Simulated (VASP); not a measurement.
# Al (P-1) in VASP: a series of runs, part 2 of 2

VASP 6.6.1. Earlier steps stand in the parts before.

### Step 4. Single point, PBEsol-based global hybrid

This run uses another cell than the first one, of 16.54 Å³/atom, 1.029 times its volume.

The input, POSCAR:

```
Al
1.0
   -1.5620424476      1.7802996138      1.4708738096
    1.5758247956     -1.7716692983      1.4917148441
    1.5630233475      1.7772102869     -1.4728424992
Al
1
Direct
    0.0000000000      0.0000000000      0.0000000000
```

The input, INCAR.step1:

```
PREC = Accurate
ENCUT = 520
EDIFF = 1E-5
ISMEAR = -1
SIGMA = 0.05
LREAL = F
LASPH = T
NELM = 100
ALGO = Normal
ISIF = 2
LWAVE = T
LCHARG = F
NBANDS = 8
GGA = PE
```

The input, INCAR.step2:

```
PREC = Accurate
ENCUT = 520
EDIFF = 1E-6
ISMEAR = -1
SIGMA = 0.05
LREAL = F
LASPH = T
NELM = 100
ALGO = Normal
ISIF = 2
LWAVE = F
LCHARG = F
GGA = PS
LHFCALC = T
AEXX = 0.25
PRECFOCK = Normal
NBANDS = 8
ISTART = 1
```

The input, KPOINTS:

```
Automatic mesh
0
Gamma
  6 6 6
```

Potentials or basis: VASP PAW PBE potentials, release 64 (Al).

Command:

```console
> cat potpaw_PBE.64/Al/POTCAR > POTCAR
> cp INCAR.step1 INCAR
> mpirun -np 1 vasp_std > vasp.out
> cp INCAR.step2 INCAR
> mpirun -np 1 vasp_std > vasp.out
```

OUTCAR:

```text
PREC = Accurate
   ENCUT = 520
   EDIFF = 1E-6
   ISMEAR = -1
   LREAL = F
   LASPH = T
   NELM = 100
   ISIF = 2
   GGA = PS
   LHFCALC = T
   AEXX = 0.25
   PRECFOCK = Normal
   ISTART = 1

 ion  position               nearest neighbor table
   1  0.000  0.000  0.000-

  LATTYP: Found a triclinic cell.
 ALAT       =     2.8097840599
 B/A-ratio  =     1.2661152974
 C/A-ratio  =     1.1171355881
 COS(alpha) =     0.0020376525
 COS(beta)  =     0.5654826522
 COS(gamma) =     0.6354405107

  Lattice vectors:

 A1 = (  -1.5768056955,  -1.7858406024,  -1.4897461545)
 A2 = (  -0.0009808999,  -3.5575099007,   0.0019686896)
 A3 = (  -3.1388481431,  -0.0055409886,  -0.0188723449)

Analysis of symmetry for initial positions (statically):
=====================================================================
 Subroutine PRICEL returns:
 Original cell was already a primitive cell.

 Routine SETGRP: Setting up the symmetry group for a
 triclinic supercell.

 Subroutine GETGRP returns: Found  2 space group operations
 (whereof  2 operations were pure point group operations)
 out of a pool of  2 trial point group operations.

The static configuration has the point symmetry S_2 .

Analysis of symmetry for dynamics (positions and initial velocities):
=====================================================================
 Subroutine PRICEL returns:
 Original cell was already a primitive cell.

 Routine SETGRP: Setting up the symmetry group for a
 triclinic supercell.

 Subroutine GETGRP returns: Found  2 space group operations
 (whereof  2 operations were pure point group operations)
 out of a pool of  2 trial point group operations.

The dynamic configuration has the point symmetry S_2 .

[... 121 lines left out ...]
   GGA     = PS    functional components
   LHFCALC =     T    Hartree Fock is set to
   PRECFOCK=normal    Normal, Fast or Accurate (Low or Medium for compatibility)
   ENCUT4O =  -1.0   cutoff for four orbital integrals eV
   NKREDX  =     1    reduce k-point grid by
   NKREDY  =     1    reduce k-point grid by
   NKREDZ  =     1    reduce k-point grid by
   AEXX    =    0.2500 exact exchange contribution
   HFSCREEN=    0.0000 screening length (either q_TF or 0.3 A-1)
   HFSCREENC=   0.0000 screening length for correlation (either q_TF or 0.3 A-1)
   ENCUTFOCK=  -1.0 apply spherical cutoff to Coloumb kernel
   IVDW    =     0    specifies the selected vdW correction
   LEPSILON=     F    determine dielectric tensor
   LRPA    =     F    only Hartree local field effects (RPA)
 non-spin polarized calculation
  energy-cutoff  :      520.00
  volume of cell :       16.54
 maximum number of plane-waves:       454
 NGX is ok and might be reduce to    24
  NGX = 16; NGY = 16; NGZ = 16

 number of electron       3.0000000 magnetization

 Free energy of the ion-electron system (eV)
  ---------------------------------------------------
  ext. energy  EPLUGINS =         0.00000000
  ---------------------------------------------------
  free energy    TOTEN  =        -4.60914575 eV

  energy without entropy =       -4.60911936  energy(sigma->0) =       -4.60913255

 E-fermi :   7.9181     XC(G=0):  -8.0636

 val. band max:        7.5782438942   @ k =   0.1667   0.5000   0.0000
 cond. band min:       8.2397318994   @ k =  -0.0000   0.3333   0.1667
 fundamental gap:      0.6614880052
 Fermi energy:         7.9180847183

 k-point     1 :       0.0000    0.0000    0.0000
  band No.  band energies     occupation
      1      -5.2039      2.00000
      2      21.1042      0.00000
      3      22.7133      0.00000
      4      23.1298      0.00000
      5      23.2246      0.00000
      6      23.5897      0.00000
      7      24.7154      0.00000
      8      25.3649      0.00000
[... 243 lines left out ...]
 k-point    24 :       0.5000   -0.0000    0.1667
  band No.  band energies     occupation
      1       1.4161      2.00000
      2       5.7428      2.00000
      3      13.0680      0.00000
      4      16.7012      0.00000
      5      22.3229      0.00000
      6      22.7580      0.00000
      7      27.1069      0.00000
      8      30.9734      0.00000

 [... further k-points ...]

------------------------ aborting loop because EDIFF is reached ----------------------------------------

  FORCE on cell =-STRESS in cart. coord.  units (eV):
  Direction    XX          YY          ZZ          XY          YZ          ZX
  --------------------------------------------------------------------------------------
  -------------------------------------------------------------------------------------
  Total        0.0083510      0.0009589      0.0009567      0.0004573      0.0006459      0.0004316
  in kB        0.8089119      0.0928804      0.0926742      0.0442971      0.0625620      0.0418092
  external PRESSURE =       0.3314888 kB  Pullay stress =       0.0000000 kB

 VOLUME and BASIS-vectors are now :
 -----------------------------------------------------------------------------
  energy-cutoff  :      520.00
  volume of cell :       16.54
      direct lattice vectors                 reciprocal lattice vectors
    -1.562042448  1.780299614  1.470873810    -0.002521167  0.281282534  0.336734966
     1.575824796 -1.771669298  1.491714844     0.316567411  0.000098691  0.336069641
     1.563023347  1.777210287 -1.472842499     0.318105967  0.281006511 -0.002298470

 POSITION                                       TOTAL-FORCE (eV/Angst)
 -----------------------------------------------------------------------------------
      0.00000      0.00000      0.00000        -0.000000      0.000000      0.000000
 -----------------------------------------------------------------------------------
    total drift:                               -0.000000      0.000000      0.000000

  FREE ENERGIE OF THE ION-ELECTRON SYSTEM (eV)
  ---------------------------------------------------
  free  energy   TOTEN  =        -4.6091457457 eV

  energy  without entropy=       -4.6091193611  energy(sigma->0) =       -4.60913255
```

OUTCAR.step1:

```text
PREC = Accurate
   ENCUT = 520
   EDIFF = 1E-5
   ISMEAR = -1
   LREAL = F
[... 485 lines left out ...]

 POSITION                                       TOTAL-FORCE (eV/Angst)
 -----------------------------------------------------------------------------------
      0.00000      0.00000      0.00000         0.000000      0.000000      0.000000
 -----------------------------------------------------------------------------------
    total drift:                               -0.000000      0.000000      0.000000

  FREE ENERGIE OF THE ION-ELECTRON SYSTEM (eV)
  ---------------------------------------------------
  free  energy   TOTEN  =        -3.7260168732 eV

  energy  without entropy=       -3.7233379674  energy(sigma->0) =       -3.72467742
```

OSZICAR.step1:

```text
N       E                     dE             d eps       ncg     rms          rms(c)
DAV:   1    -0.239499284320E+01   -0.23950E+01   -0.88965E+02  1800   0.207E+02
DAV:   2    -0.374038242405E+01   -0.13454E+01   -0.13049E+01  2472   0.185E+01
DAV:   3    -0.374801713422E+01   -0.76347E-02   -0.76298E-02  2160   0.148E+00
DAV:   4    -0.374804061306E+01   -0.23479E-04   -0.23478E-04  2792   0.751E-02
DAV:   5    -0.374804068112E+01   -0.68060E-07   -0.67374E-07  2184   0.222E-03    0.124E+00
DAV:   6    -0.373512451805E+01    0.12916E-01   -0.17364E-03  2160   0.189E-01    0.717E-01
DAV:   7    -0.372602250518E+01    0.91020E-02   -0.51165E-03  2200   0.306E-01    0.139E-01
DAV:   8    -0.372601687325E+01    0.56319E-05   -0.17330E-05  2512   0.287E-02
   1 F= -.37260169E+01 E0= -.37246774E+01  d E =-.267891E-02
```

It took 8.3 min on 1 thread of AMD EPYC 7R43 (Zen 3), shared host; peak memory 0.11 GiB.

Results:

```yaml
Free_energy: -4.6091 eV
Pressure: 0.0 GPa
```

Caveat: the k points lie up to 0.48 Å⁻¹ apart; the PAW data sets were made with another functional, which shifts forces and pressure a little.

### Step 5. Relaxation of cell and atoms, PBEsol-based global hybrid

The input, POSCAR:

```
Al
1.0
   -1.5759003900      1.6569236100      1.6579838500
    1.4794763400     -1.5976414500      1.5022776300
    1.6144548200      1.6361958800     -1.5987016800
Al
1
Direct
    0.0000000000      0.0000000000      0.0000000000
```

The input, INCAR.step1:

```
SYSTEM = Al
  ALGO = Normal
  EDIFF = 1E-5
  ENCUT = 600
  GGA = PE
  ISMEAR = -1
  LASPH = .True.
  LCHARG = .False.
  LREAL = .False.
  LWAVE = .True.
  NBANDS = 8
  NELM = 80
  PREC = Accurate
  SIGMA = 0.05
```

The input, INCAR.step2:

```
SYSTEM = Al
  AEXX = 0.25
  ALGO = Normal
  EDIFF = 1E-6
  EDIFFG = -0.01
  ENCUT = 600
  GGA = PS
  IBRION = 2
  ISIF = 3
  ISMEAR = -1
  ISTART = 1
  LASPH = .True.
  LCHARG = .False.
  LHFCALC = .True.
  LREAL = .False.
  LWAVE = .False.
  NELM = 80
  NSW = 60
  PREC = Accurate
  PRECFOCK = Normal
  SIGMA = 0.05
```

The input, KPOINTS:

```
k-points
0
Gamma
  6 6 6
  0 0 0
```

Potentials or basis: VASP PAW PBE potentials, release 64 (Al).

Command:

```console
> cat potpaw_PBE.64/Al/POTCAR > POTCAR
> cp INCAR.step1 INCAR
> mpirun -np 1 vasp_std > vasp.out
> cp INCAR.step2 INCAR
> mpirun -np 1 vasp_std > vasp.out
```

OUTCAR:

```text
SYSTEM = Al
   AEXX = 0.25
   EDIFF = 1E-6
   EDIFFG = -0.01
   ENCUT = 600
   GGA = PS
   IBRION = 2
   ISIF = 3
   ISMEAR = -1
   ISTART = 1
   LASPH = .True.
   LHFCALC = .True.
   LREAL = .False.
   NELM = 80
   NSW = 60
   PREC = Accurate
   PRECFOCK = Normal

 ion  position               nearest neighbor table
   1  0.000  0.000  0.000-

  LATTYP: Found a triclinic cell.
 ALAT       =     2.6454010133
 B/A-ratio  =     1.6944159200
 C/A-ratio  =     1.0676998823
 COS(alpha) =     0.0003266186
 COS(beta)  =     0.3329699808
 COS(gamma) =     0.8117332543

  Lattice vectors:

 A1 = (   1.4794763400,  -1.5976414500,   1.5022776300)
 A2 = (  -0.1349784800,  -3.2338373300,   3.1009793100)
 A3 = (   1.5759003900,  -1.6569236100,  -1.6579838500)

Analysis of symmetry for initial positions (statically):
=====================================================================
 Subroutine PRICEL returns:
 Original cell was already a primitive cell.

 Routine SETGRP: Setting up the symmetry group for a
 triclinic supercell.
[... 180 lines left out ...]
  --------------------------------------------------------------------------------------
  -------------------------------------------------------------------------------------
  Total        0.3410640      0.6726569     -0.1139488     -0.2580108     -0.3962214      0.7036681
  in kB       33.9910602     67.0382130    -11.3563474    -25.7138246    -39.4881429     70.1288407
  external PRESSURE =      29.8909753 kB  Pullay stress =       0.0000000 kB
[... 267 lines left out ...]
--------------------------------------- Ionic step        9  -------------------------------------------

 number of electron       3.0000000 magnetization

 Free energy of the ion-electron system (eV)
  ---------------------------------------------------
  ext. energy  EPLUGINS =         0.00000000
  ---------------------------------------------------
  free energy    TOTEN  =        -4.56392707 eV

  energy without entropy =       -4.56321089  energy(sigma->0) =       -4.56356898

 E-fermi :   7.6189     XC(G=0):  -8.0673

 val. band max:        7.2194927562   @ k =  -0.3333   0.1667   0.5000
 cond. band min:       7.6211459028   @ k =  -0.3333   0.5000   0.1667
 fundamental gap:      0.4016531466
 Fermi energy:         7.6188753568

 k-point     1 :       0.0000    0.0000    0.0000
  band No.  band energies     occupation
      1      -5.1968      2.00000
      2      22.2269      0.00000
      3      22.3133      0.00000
      4      23.6193      0.00000
      5      23.6932      0.00000
[... 177 lines left out ...]
 k-point    24 :       0.5000    0.0000    0.1667
  band No.  band energies     occupation
      1       0.9887      2.00000
      2       5.8397      2.00000
      3      12.6423      0.00000
      4      17.1863      0.00000
      5      22.6861      0.00000

 [... further k-points ...]

------------------------ aborting loop because EDIFF is reached ----------------------------------------

  FORCE on cell =-STRESS in cart. coord.  units (eV):
  Direction    XX          YY          ZZ          XY          YZ          ZX
  --------------------------------------------------------------------------------------
  -------------------------------------------------------------------------------------
  Total       -0.0005036      0.0019576     -0.0011358      0.0006832      0.0063441      0.0033135
  in kB       -0.0488198      0.1897712     -0.1101052      0.0662319      0.6150145      0.3212185
  external PRESSURE =       0.0102820 kB  Pullay stress =       0.0000000 kB
[... 16 lines left out ...]
  FREE ENERGIE OF THE ION-ELECTRON SYSTEM (eV)
  ---------------------------------------------------
  free  energy   TOTEN  =        -4.5639270657 eV

  energy  without entropy=       -4.5632108862  energy(sigma->0) =       -4.56356898

 reached required accuracy - stopping structural energy minimisation
```

OUTCAR.step1:

```text
SYSTEM = Al
   EDIFF = 1E-5
   ENCUT = 600
   GGA = PE
   ISMEAR = -1
   LASPH = .True.
   LREAL = .False.
[... 485 lines left out ...]
 -----------------------------------------------------------------------------------
      0.00000      0.00000      0.00000         0.000000      0.000000     -0.000000
 -----------------------------------------------------------------------------------
    total drift:                               -0.000000     -0.000000     -0.000000

  FREE ENERGIE OF THE ION-ELECTRON SYSTEM (eV)
  ---------------------------------------------------
  free  energy   TOTEN  =        -3.6510109250 eV

  energy  without entropy=       -3.6475845080  energy(sigma->0) =       -3.64929772
```

OSZICAR.step1:

```text
N       E                     dE             d eps       ncg     rms          rms(c)
DAV:   1    -0.214495947169E+01   -0.21450E+01   -0.10223E+03  1800   0.244E+02
DAV:   2    -0.366757175724E+01   -0.15226E+01   -0.15091E+01  2576   0.203E+01
DAV:   3    -0.367488285838E+01   -0.73111E-02   -0.73065E-02  2168   0.153E+00
DAV:   4    -0.367490368766E+01   -0.20829E-04   -0.20830E-04  2704   0.744E-02
DAV:   5    -0.367490371997E+01   -0.32315E-07   -0.31883E-07  2184   0.196E-03    0.129E+00
DAV:   6    -0.366083825099E+01    0.14065E-01   -0.16759E-03  2008   0.187E-01    0.746E-01
DAV:   7    -0.365101638119E+01    0.98219E-02   -0.50202E-03  1976   0.304E-01    0.144E-01
DAV:   8    -0.365101092502E+01    0.54562E-05   -0.21216E-05  2624   0.310E-02
   1 F= -.36510109E+01 E0= -.36492977E+01  d E =-.342642E-02
```

It took 59 min on 1 thread of AMD EPYC 7R43 (Zen 3), shared host; peak memory 0.12 GiB.

What came out:

* Free energy: -4.5639 eV
* Relaxed volume: 16.53 Å³/atom
* Relaxed cell: a = 2.794 Å, b = 2.762 Å, c = 2.768 Å, α = 110.72°, β = 106.24°, γ = 110.92°
* Space group after relaxing (to 0.05 Å): I4/mmm (No. 139)
* Energy gained by relaxing: 30.7 meV/atom
* Ionic steps: 9
* Pressure after relaxing: 0.0 GPa

The path:
| step | energy change (eV) | largest force (eV/Å) | pressure (GPa) | volume (Å³) |
| --- | --- | --- | --- | --- |
| 1 | 0.0000 | 0.0000 | 2.99 | 16.08 |
| 2 | -0.0235 | 0.0000 | -0.99 | 16.75 |
| 3 | -0.0260 | 0.0000 | 0.08 | 16.52 |
| 4 | -0.0271 | 0.0000 | -0.32 | 16.61 |
| 5 | -0.0280 | 0.0000 | -0.30 | 16.60 |
| 6 | -0.0300 | 0.0000 | -0.35 | 16.61 |
| 7 | -0.0307 | 0.0000 | 0.00 | 16.53 |
| 8 | -0.0307 | 0.0000 | -0.07 | 16.55 |
| 9 | -0.0307 | 0.0000 | 0.00 | 16.53 |

Final structure:
```
CELL_PARAMETERS angstrom
-1.56895 1.68001 1.58810
1.56986 -1.65085 1.56200
1.57380 1.65809 -1.56120
ATOMIC_POSITIONS crystal
Al 0.00000 0.00000 0.00000
```

Caveat: the k points lie up to 0.47 Å⁻¹ apart in the final cell; the PAW data sets were made with another functional, which shifts forces and pressure a little.

### Step 6. Overview

```tsv
task	level	cell	k mesh	cutoff (eV)	smearing	grid for exact exchange (PRECFOCK)	share of exact exchange	gap on the mesh (eV)	pressure (GPa)
single point	PBE	a = 2.824, b = 2.645, c = 2.800 Å, angles 110.8, 108.3, 109.4°, 1 atom	16 × 17 × 16	520	methfessel-paxton 0.1 eV	-	-	none	4.5
single point	PBE	a = 2.824, b = 2.645, c = 2.800 Å, angles 110.8, 108.3, 109.4°, 1 atom	19 × 20 × 19	520	methfessel-paxton 0.1 eV	-	-	none	4.4
single point	PBEsol-based global hybrid	a = 2.788, b = 2.801 Å, angles 111.7, 100.7, 116.0°, 1 atom	6 × 6 × 6	520	fermi-dirac 0.05 eV	Normal	0.25	none	0.0
relaxation of cell and atoms	PBEsol-based global hybrid	relaxed from a = 2.824, b = 2.645, c = 2.800 Å, angles 110.8, 108.3, 109.4°, 1 atom	6 × 6 × 6	600	fermi-dirac 0.05 eV	Normal	0.25	none	0.0
```

Alike in all rows: potentials or basis VASP PAW PBE potentials, release 64 (Al); no spin polarisation.

Caveats: some runs use coarse meshes; the PAW data sets were made with another functional, which shifts forces and pressure a little (some runs).

Total energies depend on the potentials used, so only differences within one code and one set of settings carry meaning.
